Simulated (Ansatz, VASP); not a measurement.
## SnSe in VASP and in Ansatz

```
Sn Se
1.0
     0.00000    3.01000    3.01000
     3.01000    0.00000    3.01000
     3.01000    3.01000    0.00000
Sn Se
1 1
Direct
  0.00000 0.00000 0.00000
  0.50000 0.50000 0.50000
```

Alike in both runs: task single point; functional PBE-based global hybrid; k mesh 4 × 4 × 4; occupations fermi-dirac, width 0.05 eV; no spin polarisation.

```csv
,VASP,Ansatz
version,VASP 6.6.1,Ansatz 0.2.0
potentials or method,"VASP PAW PBE potentials, release 64 (Sn_d, Se), cutoff 520 eV",all-electron PAW datasets made for the crystal
```

VASP gave:

```
gap on the k mesh at the Fermi level (eV) : 1.05
least direct gap on the mesh (eV)         : 1.05
pressure (GPa)                            : -2.0
```

Question: What did Ansatz give for the same quantities?

Answer: gap on the k mesh at the Fermi level (eV): 0.92; least direct gap on the mesh (eV): 0.92; pressure (GPa): -1.8.

VASP's potentials were made for PBE, not for PBE-based global hybrid. Ansatz ran all-electron here, and VASP with PAW potentials.

The k mesh is coarse, so the values compare programs but aren't converged. Noted on Ansatz's run: the program warned that the printed levels may be off, so bands, gaps and densities of states are rough.
